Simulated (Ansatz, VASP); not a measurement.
# TlOF: VASP beside Ansatz

```
Tl O F
1.0
    11.89000    0.00000    0.00000
     0.00000    9.00000    0.00000
     0.00000    0.00000   15.95000
Tl O F
2 2 2
Direct
  0.51574 0.50000 0.59681
  0.48402 0.50000 0.40305
  0.62129 0.50000 0.49713
  0.37847 0.50000 0.50273
  0.47231 0.50000 0.71772
  0.52745 0.50000 0.28213
```

Alike in both runs: task single point; functional PBE; k mesh 1 × 1 × 1; occupations gaussian, width 0.01 eV; non-collinear spin, spin-orbit coupling.

```csv
,VASP,Ansatz
version,VASP 6.6.1,Ansatz 0.2.0
potentials or method,"VASP PAW PBE potentials, release 64 (Tl_d, O, F), cutoff 520 eV","plane waves, PAW"
valence electrons in the cell,52,52
```

```tsv
	VASP	Ansatz	Ansatz less VASP
rms of the force components (eV/Å)	0.097	0.052	-0.0451
net moment per atom (μB)	0.00	0.00	0.000
```

Atom by atom the forces differ by 0.055 eV/Å (rms over components). Ansatz's warnings: structure snapped to symmetry, xc potential rough in thin density.
